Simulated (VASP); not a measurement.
Here is a VASP 6.6.1 calculation.

INCAR

```
SYSTEM = RuCl
PREC = Accurate
ENCUT = 520
EDIFF = 1E-7
ISMEAR = 0
SIGMA = 0.1
LREAL = .False.
LASPH = .True.
NELM = 150
ALGO = Normal
ISIF = 2
LWAVE = .False.
LCHARG = .False.
ISPIN = 2
MAGMOM = 1 0
LORBIT = 11
LMAXMIX = 4
GGA = PE
NBANDS = 22
```

Contents of KPOINTS:

```
regular mesh
0
Gamma
  6 6 6
  0 0 0
```

The input POSCAR:

```
RuCl
1.0
    0.0000000000      2.5133569044      2.5133569044
    2.5133569044      0.0000000000      2.5133569044
    2.5133569044      2.5133569044      0.0000000000
Ru Cl
1 1
Direct
    0.0000000000      0.0000000000      0.0000000000
    0.5000000000      0.5000000000      0.5000000000
```

Potentials or basis: VASP PAW PBE potentials, release 64 (Ru_pv, Cl).

Launch:

```sh
$ cat potpaw_PBE.64/Ru_pv/POTCAR potpaw_PBE.64/Cl/POTCAR > POTCAR
$ mpirun -np 1 vasp_std > vasp.out
```

**Question.** Estimate the site moments.

**Answer.** Ru +0.38; Cl -0.00 μB.

**Question.** Predict the net moment.

**Answer.** 0.39 μB per cell.

**Question.** Estimate the pressure.

**Answer.** 0.1 GPa.

Caveat: the k points lie up to 0.36 Å⁻¹ apart; an empty level that is flat over the whole mesh can mark a ghost state of the potentials, or a narrow d or f band.
